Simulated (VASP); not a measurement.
A run of VASP 6.6.1 is set up as follows.

Contents of POSCAR:

```
Be
1.0
    0.0000000000      1.5782321069      1.5782321069
    1.5782321069      0.0000000000      1.5782321069
    1.5782321069      1.5782321069      0.0000000000
Be
1
Direct
    0.0000000000      0.0000000000      0.0000000000
```

The input INCAR.step1:

```
SYSTEM = Be
PREC = Accurate
ENCUT = 520
ISMEAR = 0
SIGMA = 0.01
LREAL = .FALSE.
LASPH = .TRUE.
NELM = 100
NBANDS = 7
GGA = PE
ALGO = Normal
EDIFF = 1E-4
LWAVE = .TRUE.
LCHARG = .FALSE.
```

The input INCAR.step2:

```
SYSTEM = Be
PREC = Accurate
ENCUT = 520
EDIFF = 1E-7
ISMEAR = 0
SIGMA = 0.01
LREAL = .FALSE.
LASPH = .TRUE.
NELM = 100
ALGO = Normal
ISIF = 2
LWAVE = .FALSE.
LCHARG = .FALSE.
METAGGA = R2SCAN
LMIXTAU = .TRUE.
NBANDS = 7
ISTART = 1
```

Contents of KPOINTS:

```
regular mesh
0
G
  20 20 20
  0 0 0
```

Potentials or basis: VASP PAW PBE potentials, release 64 (Be).

Launch:

```console
$ cat potpaw_PBE.64/Be/POTCAR > POTCAR
$ cp INCAR.step1 INCAR
$ mpirun -np 1 vasp_std > vasp.out
$ cp INCAR.step2 INCAR
$ mpirun -np 1 vasp_std > vasp.out
```

**Question.** Predict the pressure.

**Answer.** 0.2 GPa.

**Question.** What does it give for the band gap on the k mesh?

**Answer.** Zero (band 1 reaches 8.76 eV, above the bottom of band 2 at 7.61 eV).

Caveat: the PAW data sets were made with another functional, which shifts forces and pressure a little.
